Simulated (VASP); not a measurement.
# BAs5 (P6/mmm) in VASP: notebook

Runs on BAs5. Level: PBE. Tasks: single point.

Program: VASP 6.6.1. These are calculated values, not measurements. Logs are shortened: lines on timing, memory, paths and dates and some standing lists are left out, and cuts for length are marked.

### Step 1. The cell of the first run

The structure is hexagonal, space group P6/mmm (No. 191). The conventional cell has a = 4.153 Å, b = 4.153 Å, c = 8.288 Å, α = 90.00°, β = 90.00°, γ = 120.00°. B (site symmetry 6/mmm) has 2 As at 1.63 Å within 2.2 Å. As (site symmetry mmm) has 4 As at 2.08 Å within 2.7 Å. As (site symmetry 6mm) has 1 B at 1.63 Å within 2.2 Å.

### Step 2. Single point, PBE

INCAR reads:

```
SYSTEM = BAs5
PREC     = Accurate       ! precision mode
ENCUT    = 520            ! plane-wave cutoff, eV
EDIFF    = 1E-7           ! SCF threshold, eV
ISMEAR   = 0              ! smearing method
SIGMA    = 0.1            ! smearing width, eV
LREAL    = .FALSE.        ! projectors in reciprocal space
LASPH    = .TRUE.         ! aspherical terms in the spheres
NELM     = 80             ! most SCF steps
ALGO     = Normal         ! electronic algorithm
ISIF     = 2              ! what is computed and relaxed
LWAVE    = .FALSE.        ! write WAVECAR
LCHARG   = .FALSE.        ! write CHGCAR
GGA      = PE             ! functional
NBANDS   = 23             ! bands
```

KPOINTS reads:

```
regular mesh
0
G
  6 6 2
  0 0 0
```

POSCAR reads:

```
BAs5
1.0
    4.1526537500      0.0000000000      0.0000000000
   -2.0763268700      3.5963036400      0.0000000000
    0.0000000000      0.0000000000      8.2877563000
B As
1 5
Direct
    0.0000000000      0.0000000000      0.0000000000
    0.5000000000      0.0000000000      0.5000000000
    0.0000000000      0.5000000000      0.5000000000
    0.5000000000      0.5000000000      0.5000000000
    0.0000000000      0.0000000000      0.1969790200
    0.0000000000      0.0000000000      0.8030209800
```

Potentials or basis: VASP PAW PBE potentials, release 64 (B, As).

On the command line:

```sh
> cat potpaw_PBE.64/B/POTCAR potpaw_PBE.64/As/POTCAR > POTCAR
> mpirun -np 1 vasp_std > vasp.out
```

OUTCAR:

```text
SYSTEM = BAs5
   PREC = Accurate
   ENCUT = 520
   EDIFF = 1E-7
   ISMEAR = 0
   LREAL = .FALSE.
   LASPH = .TRUE.
   NELM = 80
   ISIF = 2
   GGA = PE

 ion  position               nearest neighbor table
   1  0.000  0.000  0.000-   5 1.63   6 1.63
   2  0.500  0.000  0.500-   4 2.08   4 2.08   3 2.08   3 2.08
   3  0.000  0.500  0.500-   4 2.08   4 2.08   2 2.08   2 2.08
   4  0.500  0.500  0.500-   2 2.08   2 2.08   3 2.08   3 2.08
   5  0.000  0.000  0.197-   1 1.63
   6  0.000  0.000  0.803-   1 1.63

  LATTYP: Found a hexagonal cell.
 ALAT       =     4.1526537500
 C/A-ratio  =     1.9957734979

  Lattice vectors:

 A1 = (   4.1526537500,   0.0000000000,   0.0000000000)
 A2 = (  -2.0763268700,   3.5963036400,   0.0000000000)
 A3 = (   0.0000000000,   0.0000000000,   8.2877563000)

Analysis of symmetry for initial positions (statically):
=====================================================================
 Subroutine PRICEL returns:
 Original cell was already a primitive cell.

 Routine SETGRP: Setting up the symmetry group for a
 hexagonal supercell.

 Subroutine GETGRP returns: Found 24 space group operations
 (whereof 24 operations were pure point group operations)
 out of a pool of 24 trial point group operations.

The static configuration has the point symmetry D_6h.

Analysis of symmetry for dynamics (positions and initial velocities):
=====================================================================
 Subroutine PRICEL returns:
 Original cell was already a primitive cell.

 Routine SETGRP: Setting up the symmetry group for a
 hexagonal supercell.

 Subroutine GETGRP returns: Found 24 space group operations
 (whereof 24 operations were pure point group operations)
 out of a pool of 24 trial point group operations.

The dynamic configuration has the point symmetry D_6h.

 Subroutine INISYM returns: Found 24 space group operations
 (whereof 24 operations are pure point group operations),
 and found     1 'primitive' translations

----------------------------------------------------------------------------------------

                                     Primitive cell

  volume of cell :     123.7710

  direct lattice vectors                    reciprocal lattice vectors
     4.152653750  0.000000000  0.000000000     0.240809868  0.139031642  0.000000000
    -2.076326870  3.596303640  0.000000000     0.000000000  0.278063284  0.000000000
     0.000000000  0.000000000  8.287756300     0.000000000  0.000000000  0.120659919

  length of vectors
     4.152653750  4.152653747  8.287756300     0.278063284  0.278063284  0.120659919

  position of ions in fractional coordinates (direct lattice)
     0.000000000  0.000000000  0.000000000
     0.500000000  0.000000000  0.500000000
     1.000000000  0.500000000  0.500000000
     0.500000000  0.500000000  0.500000000
     0.000000000  0.000000000  0.196979020
     0.000000000  0.000000000  0.803020980

  ion indices of the primitive-cell ions
   primitive index   ion index
                 1           1
                 2           2
                 3           3
                 4           4
                 5           5
                 6           6

----------------------------------------------------------------------------------------

 KPOINTS: regular mesh

Automatic generation of k-mesh.
 Grid dimensions read from file:
 generate k-points for:    6    6    2

 Generating k-lattice:

  Cartesian coordinates                     Fractional coordinates (reciprocal lattice)
     0.040134978  0.023171940  0.000000000     0.166666667  0.000000000  0.000000000
     0.000000000  0.046343881  0.000000000     0.000000000  0.166666667  0.000000000
     0.000000000  0.000000000  0.060329959     0.000000000  0.000000000  0.500000000

  Length of vectors
     0.046343881  0.046343881  0.060329959

  Shift w.r.t. Gamma in fractional coordinates (k-lattice)
     0.000000000  0.000000000  0.000000000

 Subroutine IBZKPT returns following result:
 ===========================================

 Found     14 irreducible k-points:

 Following reciprocal coordinates:
            Coordinates               Weight
  0.000000  0.000000  0.000000      1.000000
  0.166667  0.000000  0.000000      6.000000
  0.333333  0.000000  0.000000      6.000000
  0.500000 -0.000000  0.000000      3.000000
  0.166667  0.166667  0.000000      6.000000
  0.333333  0.166667  0.000000     12.000000
  0.333333  0.333333  0.000000      2.000000
  0.000000  0.000000  0.500000      1.000000
  0.166667  0.000000  0.500000      6.000000
  0.333333  0.000000  0.500000      6.000000
  0.500000 -0.000000  0.500000      3.000000
  0.166667  0.166667  0.500000      6.000000
  0.333333  0.166667  0.500000     12.000000
  0.333333  0.333333  0.500000      2.000000
   k-points           NKPTS =     14   k-points in BZ     NKDIM =     14   number of bands    NBANDS=     23
   number of dos      NEDOS =    301   number of ions     NIONS =      6
[... 88 lines left out ...]
      3      -7.8848      2.00000
      4      -7.1096      2.00000
      5      -3.9744      2.00000
      6      -3.5549      2.00000
[... 15 lines left out ...]
     22      10.5375      0.00000
     23      10.6907      0.00000

 k-point     3 :       0.3333    0.0000    0.0000
  band No.  band energies     occupation
      1     -13.9751      2.00000
      2     -10.3003      2.00000
      3      -7.7490      2.00000
      4      -6.8492      2.00000
      5      -4.9263      2.00000
      6      -4.1978      2.00000
[... 15 lines left out ...]
     22      10.3697      0.00000
     23      10.8511      0.00000

 k-point     4 :       0.5000   -0.0000    0.0000
  band No.  band energies     occupation
      1     -13.1979      2.00000
      2     -11.5467      2.00000
      3      -7.6790      2.00000
      4      -6.7077      2.00000
      5      -5.2450      2.00000
      6      -4.4159      2.00000
[... 15 lines left out ...]
     22       9.7127      0.00000
     23      10.1157      0.00000

 k-point     5 :       0.1667    0.1667    0.0000
  band No.  band energies     occupation
      1     -14.2210      2.00000
      2      -9.7042      2.00000
      3      -7.8254      2.00000
      4      -6.9179      2.00000
      5      -5.6536      2.00000
      6      -2.4768      2.00000
[... 15 lines left out ...]
     22      11.0030      0.00000
     23      11.0243      0.00000

 k-point     6 :       0.3333    0.1667    0.0000
  band No.  band energies     occupation
      1     -13.2804      2.00000
      2     -11.2861      2.00000
      3      -7.8421      2.00000
      4      -6.7123      2.00000
      5      -6.4875      2.00000
      6      -2.1623      2.00000
[... 15 lines left out ...]
     22      10.8508      0.00000
     23      11.4819      0.00000

 k-point     7 :       0.3333    0.3333    0.0000
  band No.  band energies     occupation
      1     -12.3007      2.00000
      2     -12.3007      2.00000
      3      -8.1457      2.00000
      4      -6.9361      2.00000
      5      -6.6446      2.00000
      6      -0.6575      2.00000
[... 93 lines left out ...]
     22      10.1417      0.00000
     23      10.8557      0.00000

 k-point    11 :       0.5000   -0.0000    0.5000
  band No.  band energies     occupation
      1     -13.1978      2.00000
      2     -11.5450      2.00000
      3      -7.7102      2.00000
      4      -6.7097      2.00000
      5      -5.2439      2.00000
      6      -4.2077      2.00000
[... 15 lines left out ...]
     22      10.3025      0.00000
     23      10.7836      0.00000

 k-point    12 :       0.1667    0.1667    0.5000
  band No.  band energies     occupation
      1     -14.2206      2.00000
      2      -9.7041      2.00000
      3      -7.8852      2.00000
      4      -6.8812      2.00000
      5      -5.4792      2.00000
      6      -2.9550      2.00000
[... 15 lines left out ...]
     22      10.7094      0.00000
     23      11.2307      0.00000

 k-point    13 :       0.3333    0.1667    0.5000
  band No.  band energies     occupation
      1     -13.2802      2.00000
      2     -11.2855      2.00000
      3      -7.7127      2.00000
      4      -7.2495      2.00000
      5      -5.9684      2.00000
      6      -2.0990      2.00000
[... 15 lines left out ...]
     22      10.4702      0.00000
     23      11.7547      0.00000

 k-point    14 :       0.3333    0.3333    0.5000
  band No.  band energies     occupation
      1     -12.3006      2.00000
      2     -12.3006      2.00000
      3      -7.8785      2.00000
      4      -7.6546      2.00000
      5      -6.0817      2.00000
      6      -0.7952      2.00000
[... 15 lines left out ...]
     22      10.8408      0.00000
     23      11.7704      0.00000

------------------------ aborting loop because EDIFF is reached ----------------------------------------

  FORCE on cell =-STRESS in cart. coord.  units (eV):
  Direction    XX          YY          ZZ          XY          YZ          ZX
  --------------------------------------------------------------------------------------
  -------------------------------------------------------------------------------------
  Total       50.8742425     50.8742425     31.4578442      0.0000001      0.0000000      0.0000000
  in kB      658.5511196    658.5511194    407.2119310      0.0000009      0.0000000      0.0000000
  external PRESSURE =     574.7713900 kB  Pullay stress =       0.0000000 kB

 VOLUME and BASIS-vectors are now :
 -----------------------------------------------------------------------------
  energy-cutoff  :      520.00
  volume of cell :      123.77
      direct lattice vectors                 reciprocal lattice vectors
     4.152653750  0.000000000  0.000000000     0.240809868  0.139031642  0.000000000
    -2.076326870  3.596303640  0.000000000     0.000000000  0.278063284  0.000000000
     0.000000000  0.000000000  8.287756300     0.000000000  0.000000000  0.120659919

 POSITION                                       TOTAL-FORCE (eV/Angst)
 -----------------------------------------------------------------------------------
      0.00000      0.00000      0.00000         0.000000     -0.000000      0.000000
      2.07633      0.00000      4.14388         0.000000     -0.000000      0.000000
     -1.03816      1.79815      4.14388         0.000000     -0.000000      0.000000
      1.03816      1.79815      4.14388         0.000000     -0.000000      0.000000
      0.00000      0.00000      1.63251        -0.000000      0.000000      7.797552
      0.00000      0.00000      6.65524         0.000000     -0.000000     -7.797552
 -----------------------------------------------------------------------------------
    total drift:                                0.000000      0.000000     -0.000000

  FREE ENERGIE OF THE ION-ELECTRON SYSTEM (eV)
  ---------------------------------------------------
  free  energy   TOTEN  =       -14.0154665915 eV

  energy  without entropy=      -14.0006200756  energy(sigma->0) =      -14.00804333
```

Run time: 24 s. Hardware: 1 thread of AMD EPYC 9R45 (Zen 5), shared host; peak memory 0.21 GiB.

Results:

| Item | Value |
| --- | --- |
| Free energy | -14.0155 eV |
| Pressure | 57.5 GPa |
| Largest force | 7.798 eV/Å |
| Band gap on the k mesh | zero (band 14 reaches 5.18 eV, above the bottom of band 15 at 3.31 eV) |

Forces in eV/Å, atoms in the order of the input:
```
B    0.000  0.000  0.000
As   0.000  0.000  0.000
As   0.000  0.000  0.000
As   0.000  0.000  0.000
As   0.000  0.000  7.798
As   0.000  0.000 -7.798
```

Stress tensor (GPa, compression positive):
```
65.86  0.00  0.00
 0.00 65.86  0.00
 0.00  0.00 40.72
```

Levels at points of the mesh, in eV from the Fermi level:
```tsv
k point	band 9	band 10	band 11	band 12	band 13	band 14	band 15	band 16	band 17	band 18
(0.00, 0.00, 0.00)	-5.99	-4.48	-1.21	-1.21	-0.91	0.70	0.70	2.04	2.04	2.04
(0.50, 0.00, 0.00)	-3.35	-3.31	-1.67	-0.76	-0.74	0.00	1.03	1.46	2.93	3.26
(0.00, 0.00, 0.50)	-5.99	-2.82	-2.47	-1.37	-1.37	1.19	1.19	2.03	2.03	2.20
(0.50, 0.00, 0.50)	-2.46	-2.03	-1.69	-1.58	-1.52	0.59	1.03	1.15	1.89	3.77
```

Caveat: the k points lie up to 0.38 Å⁻¹ apart; forces of over 1 eV/Å act on the atoms, so gaps and moduli don't describe the material at rest.

### Step 3. Single point, PBE

This run uses another cell than the first one, of 29.26 Å³/atom, 1.418 times its volume.

INCAR reads:

```
ALGO     = Normal         # electronic algorithm
EDIFF    = 1E-7           # SCF threshold, eV
ENCUT    = 520            # plane-wave cutoff, eV
GGA      = PE             # functional
ISIF     = 2              # what is computed and relaxed
ISMEAR   = 0              # smearing method
LASPH    = True           # aspherical terms in the spheres
LCHARG   = False          # write CHGCAR
LREAL    = False          # projectors in reciprocal space
LWAVE    = False          # write WAVECAR
NBANDS   = 23             # bands
NELM     = 60             # most SCF steps
PREC     = Accurate       # precision mode
SIGMA    = 0.1            # smearing width, eV
```

KPOINTS reads:

```
k-points
0
Gamma
  6 6 2
```

POSCAR reads:

```
BAs5
1.0
    5.3675117754     -0.0000000037      0.0000000000
   -2.6837558845      4.6484015545      0.0000000000
    0.0000000000      0.0000000000      7.0363931275
B As
1 5
Direct
    0.0000000000      0.0000000000      0.0000000000
    0.5000000000      0.0000000000      0.5000000000
    0.0000000000      0.5000000000      0.5000000000
    0.5000000000      0.5000000000      0.5000000000
    0.0000000000      0.0000000000      0.2669094388
    0.0000000000      0.0000000000      0.7330905612
```

Potentials or basis: VASP PAW PBE potentials, release 64 (B, As).

On the command line:

```sh
> cat potpaw_PBE.64/B/POTCAR potpaw_PBE.64/As/POTCAR > POTCAR
> mpirun -np 1 vasp_std > vasp.out
```

Run time: 38 s. Hardware: 1 thread of AMD EPYC 9R45 (Zen 5), shared host; peak memory 0.24 GiB.

It converged, with:

| Quantity | Value |
| --- | --- |
| Free energy | -24.7295 eV |
| Pressure | 0.1 GPa |
| Largest force | 0.087 eV/Å |
| Band gap on the k mesh | zero (band 14 reaches 1.91 eV, above the bottom of band 15 at 1.07 eV) |

Forces in eV/Å, atoms in the order of the input:
```
B    0.000  0.000  0.000
As   0.000  0.000  0.000
As   0.000  0.000  0.000
As   0.000  0.000  0.000
As   0.000  0.000  0.087
As   0.000  0.000 -0.087
```

Stress tensor (GPa, compression positive):
```
0.03 0.00 0.00
0.00 0.03 0.00
0.00 0.00 0.22
```

Levels at points of the mesh, in eV from the Fermi level:
```
           k point  band 11  band 12  band 13  band 14  band 15  band 16  band 17  band 18
(0.00, 0.00, 0.00)    -0.57    -0.57    -0.54    -0.46    -0.46     0.40     0.40     3.20
(0.50, 0.00, 0.00)    -1.87    -1.56    -0.49    -0.45    -0.06     0.22     0.69     2.10
(0.00, 0.00, 0.50)    -1.82    -1.73    -1.73     0.37     0.37     1.62     1.62     3.29
(0.50, 0.00, 0.50)    -1.93    -0.93    -0.81    -0.49    -0.06     0.42     1.02     1.17
```

Caveat: the k points lie up to 0.45 Å⁻¹ apart.

### Step 4. Single point, PBE

This run uses another cell than the first one, of 29.11 Å³/atom, 1.411 times its volume.

INCAR reads:

```
SYSTEM = BAs5
PREC     = Accurate       ! precision mode
ENCUT    = 520            ! plane-wave cutoff, eV
EDIFF    = 1E-7           ! SCF threshold, eV
ISMEAR   = 0              ! smearing method
SIGMA    = 0.1            ! smearing width, eV
LREAL    = .False.        ! projectors in reciprocal space
LASPH    = .True.         ! aspherical terms in the spheres
NELM     = 100            ! most SCF steps
ALGO     = Normal         ! electronic algorithm
ISIF     = 2              ! what is computed and relaxed
LWAVE    = .False.        ! write WAVECAR
LCHARG   = .False.        ! write CHGCAR
GGA      = PE             ! functional
NBANDS   = 23             ! bands
```

KPOINTS reads:

```
regular mesh
0
Gamma
  6 6 4
  0 0 0
```

POSCAR reads:

```
BAs5
1.0
    5.3797178278      0.0000000000      0.0000000000
   -2.6898589139      4.6589723040      0.0000000000
    0.0000000000      0.0000000000      6.9694526544
B As
1 5
Direct
    0.0000000000      0.0000000000      0.0000000000
    0.5000000000      0.0000000000      0.5000000000
    0.0000000000      0.5000000000      0.5000000000
    0.5000000000      0.5000000000      0.5000000000
    0.0000000000      0.0000000000      0.2704734398
    0.0000000000      0.0000000000      0.7295265602
```

On the command line:

```sh
> cat potpaw_PBE.64/B/POTCAR potpaw_PBE.64/As/POTCAR > POTCAR
> mpirun -np 1 vasp_std > vasp.out
```

Run time: 52 s. Hardware: 1 thread of AMD EPYC 9R45 (Zen 5), shared host; peak memory 0.26 GiB.

It converged, with:

```yaml
Free_energy: -24.7666 eV
Pressure: 0.2 GPa
Largest_force: 0.099 eV/Å
Band_gap_on_the_k_mesh: zero (band 14 reaches 2.09 eV, above the bottom of band 15 at 1.13 eV)
```

Forces in eV/Å, atoms in the order of the input:
```
B    0.000  0.000  0.000
As   0.000  0.000  0.000
As   0.000  0.000  0.000
As   0.000  0.000  0.000
As   0.000  0.000  0.099
As   0.000  0.000 -0.099
```

Stress tensor (GPa, compression positive):
```
0.11 0.00 0.00
0.00 0.11 0.00
0.00 0.00 0.34
```

Levels at points of the mesh, in eV from the Fermi level:
```
           k point  band 10  band 11  band 12  band 13  band 14  band 15  band 16  band 17  band 18  band 19
(0.00, 0.00, 0.00)    -3.46    -0.61    -0.61    -0.51    -0.46    -0.46     0.42     0.42     3.19     4.13
(0.50, 0.00, 0.00)    -2.27    -1.91    -1.58    -0.51    -0.42    -0.04     0.20     0.71     2.13     2.31
(0.00, 0.00, 0.50)    -3.57    -1.81    -1.78    -1.78     0.38     0.38     1.68     1.68     3.23     3.23
(0.50, 0.00, 0.50)    -2.23    -2.02    -0.91    -0.84    -0.50    -0.05     0.44     1.03     1.17     2.27
```

### Step 5. Overview

```tsv
cell	k mesh	gap on the mesh (eV)	pressure (GPa)	largest force (eV/Å)
a = 4.153, b = 4.153, c = 8.288 Å, angles 90.0, 90.0, 120.0°, 6 atoms	6 × 6 × 2	none	57.5	7.80
a = 5.368, b = 5.368, c = 7.036 Å, angles 90.0, 90.0, 120.0°, 6 atoms	6 × 6 × 2	none	0.1	0.09
a = 5.380, b = 5.380, c = 6.969 Å, angles 90.0, 90.0, 120.0°, 6 atoms	6 × 6 × 4	none	0.2	0.10
```

Alike in all rows: task single point; level PBE; potentials or basis VASP PAW PBE potentials, release 64 (B, As); no spin polarisation; cutoff (eV) 520; smearing gaussian 0.1 eV.

Caveats: some runs use coarse meshes; forces of over 1 eV/Å act on the atoms, so gaps and moduli don't describe the material at rest (some runs).

Absolute energies hang on the potentials; compare differences alone.
